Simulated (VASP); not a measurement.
Input of a VASP 6.6.1 run:

The input INCAR:

```
PREC = Accurate ; ENCUT = 600
EDIFF = 1E-6 ; ISMEAR = -1
SIGMA = 0.1 ; LREAL = False
LASPH = True ; NELM = 200
ALGO = Normal ; ISIF = 2
LWAVE = False ; LCHARG = True
ISPIN = 2 ; MAGMOM = 2 0
LORBIT = 11 ; LMAXMIX = 4
GGA = PS ; LELF = True
LVHAR = True ; NBANDS = 20
GGA_COMPAT = False
```

KPOINTS

```
regular mesh
0
Gamma
  14 14 14
```

Contents of POSCAR:

```
CoPd
1.0
    1.3090394587      0.7557742839      4.1762180123
   -1.3090394587      0.7557742839      4.1762180123
    0.0000000000     -1.5115485677      4.1762180123
Co Pd
1 1
Direct
    0.0000000000      0.0000000000      0.0000000000
    0.5000000000      0.5000000000      0.5000000000
```

Potentials or basis: VASP PAW PBE potentials, release 64 (Co, Pd).

Command:

```sh
$ cat potpaw_PBE.64/Co/POTCAR potpaw_PBE.64/Pd/POTCAR > POTCAR
$ mpirun -np 1 vasp_std > vasp.out
```

Question: Estimate the site moments.

Answer: Co +1.84; Pd +0.26 μB.

Question: Estimate the net moment.

Answer: 2.10 μB per cell.

Question: What does it give for the pressure?

Answer: 6.2 GPa.

Stress tensor (GPa, compression positive):
```
5.66 0.00 0.00
0.00 5.66 0.00
0.00 0.00 7.20
```

Caveat: the cell stands under pressure; the PAW data sets were made with another functional, which shifts forces and pressure a little.
